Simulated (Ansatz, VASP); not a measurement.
GaP in VASP and in Ansatz

```
CELL_PARAMETERS angstrom
0.00000 2.87780 2.72803
2.72803 0.00000 2.72803
2.72803 2.87780 0.00000
ATOMIC_POSITIONS crystal
Ga 0.00000 0.00000 0.00000
P 0.75000 0.75000 0.75000
```

Alike in both runs: task single point; functional PBE; k mesh 10 × 10 × 10; occupations gaussian, width 0.05 eV; no spin polarisation.

```csv
,VASP,Ansatz
version,VASP 6.6.1,Ansatz 0.2.0
potentials or method,"VASP PAW PBE potentials, release 64 (Ga_d, P), cutoff 520 eV","scalar-relativistic, plane waves, PAW"
valence electrons in the cell,18,18
```

```tsv
	VASP	Ansatz	Ansatz less VASP
gap on the k mesh at the Fermi level (eV)	1.24	1.24	+0.004
least direct gap on the mesh (eV)	1.24	1.24	+0.004
pressure (GPa)	-2.0	-1.9	+0.07
traceless stress, the component that is largest in VASP (GPa)	-2.81	-2.80	+0.004
```
